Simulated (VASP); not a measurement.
The system is SiO2 (Cristobalite).

```
Si O
1.0
     4.97270    0.00000    0.00000
     0.00000    4.97270    0.00000
     0.00000    0.00000    6.92570
Si O
4 8
Direct
  0.30549 0.30549 0.00000
  0.19451 0.80549 0.25000
  0.69451 0.69451 0.50000
  0.80549 0.19451 0.75000
  0.23645 0.11665 0.18516
  0.38335 0.73645 0.43516
  0.76355 0.88335 0.68516
  0.61665 0.26355 0.93516
  0.73645 0.38335 0.56484
  0.88335 0.76355 0.31484
  0.26355 0.61665 0.06484
  0.11665 0.23645 0.81484
```

Base run:

```yaml
Program: VASP 6.6.1
Functional: r2SCAN
Potentials_or_basis: VASP PAW PBE potentials, release 64 (Si, O)
Cutoff: 520 eV
k_mesh: 5 × 5 × 4
Occupations: fermi-dirac, width 0.02 eV
Spin: no spin polarisation
```

Its results: band gap on the k mesh 6.26 eV, direct; pressure -3.3 GPa; largest force 0.291 eV/Å.

Problem. The run is repeated on the same cell with these changes: functional from r2SCAN to PBE; further incar settings from ALGO = Normal; EDIFF = 1e-08; NBANDS = 44 to ALGO = Normal; EDIFF = 1e-07; NBANDS = 44. What comes out?

Solution. Band gap on the k mesh 5.62 eV, direct; pressure 1.4 GPa; largest force 0.020 eV/Å.

Caveats: the PAW data sets were made with another functional, which shifts forces and pressure a little (some runs).

A k mesh can miss the band edges.
